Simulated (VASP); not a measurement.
# SnO2 (P4_2/mnm) in VASP: notebook

Runs on SnO2. Level: r2SCAN. Tasks: single point.

Everything below comes from runs of VASP 6.6.1. Logs are shortened: lines on timing, memory, paths and dates and some standing lists are left out, and cuts for length are marked.

## Step 1: The cell of the first run

It takes space group P4_2/mnm (No. 136, tetragonal). The conventional cell has a = 4.759 Å, b = 4.759 Å, c = 3.201 Å, α = 90.00°, β = 90.00°, γ = 90.00°. Sn (site symmetry mmm) has 6 O at 2.06 to 2.07 Å within 2.7 Å. O (site symmetry m2m) has 3 Sn at 2.06 to 2.07 Å and 1 O at 2.61 Å within 2.7 Å.

## Step 2: Single point, r2SCAN

POSCAR

```
SnO2
1.0
    4.7592005652      0.0000000000      0.0000000000
    0.0000000000      4.7592005652      0.0000000000
    0.0000000000      0.0000000000      3.2012699637
Sn O
2 4
Direct
    0.5000000000      0.5000000000      0.5000000000
    0.0000000000      0.0000000000      0.0000000000
    0.1940616415      0.8059383585      0.5000000000
    0.8059383585      0.1940616415      0.5000000000
    0.3059383585      0.3059383585      0.0000000000
    0.6940616415      0.6940616415      0.0000000000
```

INCAR.step1

```
SYSTEM = SnO2
  PREC = Accurate
  ENCUT = 520
  ISMEAR = 0
  SIGMA = 0.02
  LREAL = .FALSE.
  LASPH = .TRUE.
  NELM = 80
  NBANDS = 35
  GGA = PE
  ALGO = Normal
  EDIFF = 1E-4
  LWAVE = .TRUE.
  LCHARG = .FALSE.
```

INCAR.step2

```
SYSTEM = SnO2
  PREC = Accurate
  ENCUT = 520
  EDIFF = 1E-6
  ISMEAR = 0
  SIGMA = 0.02
  LREAL = .FALSE.
  LASPH = .TRUE.
  NELM = 80
  ALGO = Normal
  ISIF = 2
  LWAVE = .FALSE.
  LCHARG = .TRUE.
  METAGGA = R2SCAN
  LMIXTAU = .TRUE.
  LELF = .TRUE.
  LVHAR = .TRUE.
  NBANDS = 35
  ISTART = 1
```

KPOINTS

```
regular mesh
0
G
  6 6 8
  0 0 0
```

Potentials or basis: VASP PAW PBE potentials, release 64 (Sn_d, O).

Run with:

```
cat potpaw_PBE.64/Sn_d/POTCAR potpaw_PBE.64/O/POTCAR > POTCAR
cp INCAR.step1 INCAR
mpirun -np 1 vasp_std > vasp.out
cp INCAR.step2 INCAR
mpirun -np 1 vasp_std > vasp.out
```

OUTCAR:

```text
SYSTEM = SnO2
   PREC = Accurate
   ENCUT = 520
   EDIFF = 1E-6
   ISMEAR = 0
   LREAL = .FALSE.
   LASPH = .TRUE.
   NELM = 80
   ISIF = 2
   METAGGA = R2SCAN
   ISTART = 1

 ion  position               nearest neighbor table
   1  0.500  0.500  0.500-   3 2.06   4 2.06   5 2.07   6 2.07   5 2.07   6 2.07   2 3.73   2 3.73
                             2 3.73   2 3.73   2 3.73   2 3.73   2 3.73   2 3.73
   2  0.000  0.000  0.000-   5 2.06   6 2.06   3 2.07   4 2.07   3 2.07   4 2.07   1 3.73   1 3.73
                             1 3.73   1 3.73   1 3.73   1 3.73   1 3.73   1 3.73
   3  0.194  0.806  0.500-   1 2.06   2 2.07   2 2.07
   4  0.806  0.194  0.500-   1 2.06   2 2.07   2 2.07
   5  0.306  0.306  0.000-   2 2.06   1 2.07   1 2.07
   6  0.694  0.694  0.000-   2 2.06   1 2.07   1 2.07

  LATTYP: Found a simple tetragonal cell.
 ALAT       =     4.7592005652
 C/A-ratio  =     0.6726486770

  Lattice vectors:

 A1 = (   4.7592005652,   0.0000000000,   0.0000000000)
 A2 = (   0.0000000000,   4.7592005652,   0.0000000000)
 A3 = (   0.0000000000,   0.0000000000,   3.2012699637)

Analysis of symmetry for initial positions (statically):
=====================================================================
 Subroutine PRICEL returns:
 Original cell was already a primitive cell.

 Routine SETGRP: Setting up the symmetry group for a
 simple tetragonal supercell.

 Subroutine GETGRP returns: Found 16 space group operations
 (whereof  8 operations were pure point group operations)
 out of a pool of 16 trial point group operations.

The static configuration has the point symmetry D_2h.
 The point group associated with its full space group is D_4h.

Analysis of symmetry for dynamics (positions and initial velocities):
=====================================================================
 Subroutine PRICEL returns:
 Original cell was already a primitive cell.

 Routine SETGRP: Setting up the symmetry group for a
 simple tetragonal supercell.

 Subroutine GETGRP returns: Found 16 space group operations
 (whereof  8 operations were pure point group operations)
 out of a pool of 16 trial point group operations.

The dynamic configuration has the point symmetry D_2h.
 The point group associated with its full space group is D_4h.

 Subroutine INISYM returns: Found 16 space group operations
 (whereof  8 operations are pure point group operations),
 and found     1 'primitive' translations

----------------------------------------------------------------------------------------

                                     Primitive cell

  volume of cell :      72.5087

  direct lattice vectors                    reciprocal lattice vectors
     4.759200565  0.000000000  0.000000000     0.210119323  0.000000000  0.000000000
     0.000000000  4.759200565  0.000000000     0.000000000  0.210119323  0.000000000
     0.000000000  0.000000000  3.201269964     0.000000000  0.000000000  0.312376029

  length of vectors
     4.759200565  4.759200565  3.201269964     0.210119323  0.210119323  0.312376029

  position of ions in fractional coordinates (direct lattice)
     0.500000000  0.500000000  0.500000000
     0.000000000  0.000000000  0.000000000
     0.194061641  0.805938359  0.500000000
     0.805938359  0.194061641  0.500000000
     0.305938359  0.305938359  0.000000000
     0.694061641  0.694061641  0.000000000

  ion indices of the primitive-cell ions
   primitive index   ion index
                 1           1
                 2           2
                 3           3
                 4           4
                 5           5
                 6           6

----------------------------------------------------------------------------------------

 KPOINTS: regular mesh

Automatic generation of k-mesh.
 Grid dimensions read from file:
 generate k-points for:    6    6    8

 Generating k-lattice:

  Cartesian coordinates                     Fractional coordinates (reciprocal lattice)
     0.035019887  0.000000000  0.000000000     0.166666667  0.000000000  0.000000000
     0.000000000  0.035019887  0.000000000     0.000000000  0.166666667  0.000000000
     0.000000000  0.000000000  0.039047004     0.000000000  0.000000000  0.125000000

  Length of vectors
     0.035019887  0.035019887  0.039047004

  Shift w.r.t. Gamma in fractional coordinates (k-lattice)
     0.000000000  0.000000000  0.000000000

 Subroutine IBZKPT returns following result:
 ===========================================

 Found     50 irreducible k-points:

 Following reciprocal coordinates:
            Coordinates               Weight
  0.000000  0.000000  0.000000      1.000000
  0.166667  0.000000  0.000000      4.000000
  0.333333  0.000000  0.000000      4.000000
  0.500000  0.000000  0.000000      2.000000
  0.166667  0.166667  0.000000      4.000000
  0.333333  0.166667  0.000000      8.000000
[... 16 lines left out ...]
  0.333333  0.000000  0.250000      8.000000
  0.500000  0.000000  0.250000      4.000000
 [... further k-points ...]
   k-points           NKPTS =     50   k-points in BZ     NKDIM =     50   number of bands    NBANDS=     35
   number of dos      NEDOS =    301   number of ions     NIONS =      6
   total plane-waves  NPLWV =  31104
   dimension x,y,z NGX =    36 NGY =   36 NGZ =   24
   dimension x,y,z NGXF=    72 NGYF=   72 NGZF=   48
   ions per type =               2   4
   NGX,Y,Z   is equivalent  to a cutoff of  12.58, 12.58, 12.46 a.u.
   NGXF,Y,Z  is equivalent  to a cutoff of  25.15, 25.15, 24.93 a.u.
 SYSTEM =  SnO2
   PREC   = accura    normal or accurate (medium, high low for compatibility)
   ISTART =      1    job   : 0-new  1-cont  2-samecut
   ICHARG =      0    charge: 1-file 2-atom 10-const
   ISPIN  =      1    spin polarized calculation?
   LNONCOLLINEAR =      F non collinear calculations
   LSORBIT =      F    spin-orbit coupling
   LASPH  =      T    aspherical Exc in radial PAW
   ENCUT  =  520.0 eV  38.22 Ry    6.18 a.u.   8.85  8.85  5.95*2*pi/ulx,y,z
   NELM   =     80;   NELMIN=  2; NELMDL=  0     # of ELM steps
   EDIFF  = 0.1E-05   stopping-criterion for ELM
   LREAL  =      F    real-space projection
   EDIFFG = 0.1E-04   stopping-criterion for IOM
   NSW    =      0    number of steps for IOM
   IBRION =     -1    ionic relax: 0-MD 1-quasi-New 2-CG
   NFREE  =      0    steps in history (QN), initial steepest desc. (CG)
   ISIF   =      2    stress and relaxation
   ISYM   =      2    0-nonsym 1-usesym 2-fastsym
   POTIM  = 0.5000    time-step for ionic-motion
   TEBEG  =    0.0;   TEEND  =   0.0 temperature during run
   PSTRESS=    0.0 pullay stress
   NELECT =      52.0000    total number of electrons
   NUPDOWN=      -1.0000    fix difference up-down
   EMIN   =  10.00;   EMAX   =-10.00  energy-range for DOS
   EFERMI =   0.00;   METHOD = LEGACY
   ISMEAR =     0;   SIGMA  =   0.02  broadening in eV -4-tet -1-fermi 0-gaus
   EFERMI_NEDOS =   21; number of points for ismear=-14 and -15
   IALGO  =     38    algorithm
   IMIX   =      4    mixing-type and parameters
     AMIX     =   0.40;   BMIX     =  1.00
     AMIX_MAG =   1.60;   BMIX_MAG =  1.00
  volume/ion in A,a.u.               =      12.08        81.55
  Fermi-wavevector in a.u.,A,eV,Ry     =   1.465365  2.769138 29.215720  2.147295
  Thomas-Fermi vector in A             =   2.581231
   LORBIT       =      0    0 simple, 1 ext, 2 COOP (PROOUT), +10 PAW based schemes
   METAGGA = R2SCAN    functional components
   LHFCALC =     F    Hartree Fock is set to
   AEXX    =    0.0000 exact exchange contribution
   IVDW    =     0    specifies the selected vdW correction
   LEPSILON=     F    determine dielectric tensor
   LRPA    =     F    only Hartree local field effects (RPA)
 non-spin polarized calculation
 Gauss-broadening in eV      SIGMA  =   0.02
  energy-cutoff  :      520.00
  volume of cell :       72.51
 maximum number of plane-waves:      1992
 NGX is ok and might be reduce to    36
   NGX = 17   NGY = 17   NGZ = 11

 number of electron      52.0000002 magnetization

 Free energy of the ion-electron system (eV)
  ---------------------------------------------------
  ext. energy  EPLUGINS =         0.00000000
  ---------------------------------------------------
  free energy    TOTEN  =       -84.62947409 eV

  energy without entropy =      -84.62947409  energy(sigma->0) =      -84.62947409

 E-fermi :   5.7424     XC(G=0): -11.9705

 val. band max:        5.5592482344   @ k =   0.0000   0.0000   0.0000
 cond. band min:       7.3548380572   @ k =   0.0000   0.0000   0.0000
 fundamental gap:      1.7955898228
 Fermi energy:         5.7423972723

 k-point     1 :       0.0000    0.0000    0.0000
  band No.  band energies     occupation
      1     -16.1778      2.00000
      2     -15.2641      2.00000
      3     -14.9641      2.00000
      4     -14.9641      2.00000
      5     -14.9415      2.00000
      6     -14.9034      2.00000
[... 27 lines left out ...]
     34      18.6593      0.00000
     35      19.0000      0.00000

 k-point     2 :       0.1667    0.0000    0.0000
  band No.  band energies     occupation
      1     -16.1306      2.00000
      2     -15.3233      2.00000
      3     -14.9624      2.00000
      4     -14.9624      2.00000
      5     -14.9435      2.00000
      6     -14.9433      2.00000
[... 27 lines left out ...]
     34      18.6230      0.00000
     35      18.9478      0.00000

 k-point     3 :       0.3333    0.0000    0.0000
  band No.  band energies     occupation
      1     -15.9925      2.00000
      2     -15.5230      2.00000
      3     -14.9691      2.00000
      4     -14.9592      2.00000
      5     -14.9590      2.00000
      6     -14.9498      2.00000
[... 27 lines left out ...]
     34      18.6173      0.00000
     35      18.8863      0.00000
[... 723 lines left out ...]
 k-point    23 :       0.3333    0.0000    0.2500
  band No.  band energies     occupation
      1     -15.8814      2.00000
      2     -15.7201      2.00000
      3     -15.3358      2.00000
      4     -15.0543      2.00000
      5     -14.8427      2.00000
      6     -14.8373      2.00000
[... 27 lines left out ...]
     34      18.6167      0.00000
     35      18.8562      0.00000

 k-point    24 :       0.5000    0.0000    0.2500
  band No.  band energies     occupation
      1     -15.8242      2.00000
      2     -15.8242      2.00000
      3     -15.1836      2.00000
      4     -15.1836      2.00000
      5     -14.8351      2.00000
      6     -14.8351      2.00000
[... 27 lines left out ...]
     34      18.8114      0.00000
     35      19.1025      0.00000

 [... further k-points ...]
[... 5 lines left out ...]
  --------------------------------------------------------------------------------------
  -------------------------------------------------------------------------------------
  Total        0.4386922      0.4386922      0.6427599      0.0000000      0.0000000      0.0000000
  in kB        9.6934906      9.6934906     14.2026378      0.0000000      0.0000000      0.0000000
  external PRESSURE =      11.1965397 kB  Pullay stress =       0.0000000 kB

 VOLUME and BASIS-vectors are now :
 -----------------------------------------------------------------------------
  energy-cutoff  :      520.00
  volume of cell :       72.51
      direct lattice vectors                 reciprocal lattice vectors
     4.759200565  0.000000000  0.000000000     0.210119323  0.000000000  0.000000000
     0.000000000  4.759200565  0.000000000     0.000000000  0.210119323  0.000000000
     0.000000000  0.000000000  3.201269964     0.000000000  0.000000000  0.312376029

 POSITION                                       TOTAL-FORCE (eV/Angst)
 -----------------------------------------------------------------------------------
      2.37960      2.37960      1.60063         0.000000     -0.000000      0.000000
      0.00000      0.00000      0.00000         0.000000     -0.000000      0.000000
      0.92358      3.83562      1.60063         0.022421     -0.022421      0.000000
      3.83562      0.92358      1.60063        -0.022421      0.022421      0.000000
      1.45602      1.45602      0.00000        -0.022421     -0.022421      0.000000
      3.30318      3.30318      0.00000         0.022421      0.022421     -0.000000
 -----------------------------------------------------------------------------------
    total drift:                                0.000000      0.000000      0.000000

  FREE ENERGIE OF THE ION-ELECTRON SYSTEM (eV)
  ---------------------------------------------------
  free  energy   TOTEN  =       -84.6294740933 eV

  energy  without entropy=      -84.6294740933  energy(sigma->0) =      -84.62947409
```

Run time: 5.9 min. Hardware: 1 thread of Intel Xeon 8259CL, shared host; peak memory 0.24 GiB.

What came out:

```yaml
Free_energy: -84.6295 eV
Pressure: 1.1 GPa
Largest_force: 0.032 eV/Å
Band_gap_on_the_k_mesh: 1.80 eV, direct
```

Forces on the atoms (eV/Å):
```
Sn   0.000  0.000  0.000
Sn   0.000  0.000  0.000
O    0.022 -0.022  0.000
O   -0.022  0.022  0.000
O   -0.022 -0.022  0.000
O    0.022  0.022  0.000
```

Levels at points of the mesh, in eV from the valence-band top:
```
           k point  band 24  band 25  band 26  band 27  band 28  band 29
(0.00, 0.00, 0.00)    -0.78    -0.78     0.00     1.80     6.81     7.05
(0.50, 0.00, 0.00)    -1.17    -0.62    -0.62     5.01     5.01     7.80
(0.50, 0.50, 0.00)    -1.30    -0.92    -0.92     5.44     5.44     8.22
(0.00, 0.00, 0.50)    -1.67    -1.27    -1.27     6.87     6.87    10.53
(0.50, 0.00, 0.50)    -1.11    -0.69    -0.69     7.15     7.15     8.85
(0.50, 0.50, 0.50)    -0.96    -0.85    -0.85     5.53     5.53     9.65
```

Caveat: the PAW data sets were made with another functional, which shifts forces and pressure a little; spin-orbit coupling is left out, which moves the levels of the heavy elements.

## Step 3: Single point, r2SCAN

POSCAR is that of step 2.

INCAR.step1

```
PREC = Accurate
ENCUT = 520
ISMEAR = 0
SIGMA = 0.02
LREAL = F
LASPH = T
NELM = 80
NBANDS = 35
GGA = PE
ALGO = Normal
EDIFF = 1E-4
LWAVE = T
LCHARG = F
```

INCAR.step2

```
PREC = Accurate
ENCUT = 520
EDIFF = 1E-6
ISMEAR = 0
SIGMA = 0.02
LREAL = F
LASPH = T
NELM = 80
ALGO = Normal
ISIF = 2
LWAVE = F
LCHARG = F
METAGGA = R2SCAN
LMIXTAU = T
NBANDS = 35
ISTART = 1
```

KPOINTS

```
regular mesh
0
Gamma
  6 6 8
```

Potentials or basis: VASP PAW PBE potentials, release 64 (Sn_d, O).

Run with:

```
cat potpaw_PBE.64/Sn_d/POTCAR potpaw_PBE.64/O/POTCAR > POTCAR
cp INCAR.step1 INCAR
mpirun -np 1 vasp_std > vasp.out
cp INCAR.step2 INCAR
mpirun -np 1 vasp_std > vasp.out
```

It took 6.6 min on 1 thread of Intel Xeon 6975P-C, shared host; peak memory 0.24 GiB.

It converged, with:

```
Free energy            : -84.6295 eV
Pressure               : 1.1 GPa
Largest force          : 0.032 eV/Å
Band gap on the k mesh : 1.80 eV, direct
```

Forces in eV/Å, atoms in the order of the input:
```
Sn   0.000  0.000  0.000
Sn   0.000  0.000  0.000
O    0.022 -0.022  0.000
O   -0.022  0.022  0.000
O   -0.022 -0.022  0.000
O    0.022  0.022  0.000
```

Stress tensor (GPa, compression positive):
```
0.97 0.00 0.00
0.00 0.97 0.00
0.00 0.00 1.42
```

Levels at points of the mesh, in eV from the valence-band top:
| k point | band 23 | band 24 | band 25 | band 26 | band 27 | band 28 | band 29 | band 30 |
| --- | --- | --- | --- | --- | --- | --- | --- | --- |
| (0.00, 0.00, 0.00) | -1.22 | -0.78 | -0.78 | 0.00 | 1.80 | 6.81 | 7.05 | 7.05 |
| (0.50, 0.00, 0.00) | -1.17 | -1.17 | -0.62 | -0.62 | 5.01 | 5.01 | 7.80 | 7.80 |
| (0.50, 0.50, 0.00) | -1.30 | -1.30 | -0.92 | -0.92 | 5.44 | 5.44 | 8.22 | 8.22 |
| (0.00, 0.00, 0.50) | -1.67 | -1.67 | -1.27 | -1.27 | 6.87 | 6.87 | 10.53 | 10.53 |
| (0.50, 0.00, 0.50) | -1.11 | -1.11 | -0.69 | -0.69 | 7.15 | 7.15 | 8.85 | 8.85 |
| (0.50, 0.50, 0.50) | -0.96 | -0.96 | -0.85 | -0.85 | 5.53 | 5.53 | 9.65 | 9.65 |

Caveat: the PAW data sets were made with another functional, which shifts forces and pressure a little; spin-orbit coupling is left out, which moves the levels of the heavy elements. r2SCAN opens gaps a little over a GGA but as a rule still falls short of measured ones.

(Continued in part 2 of 2.)
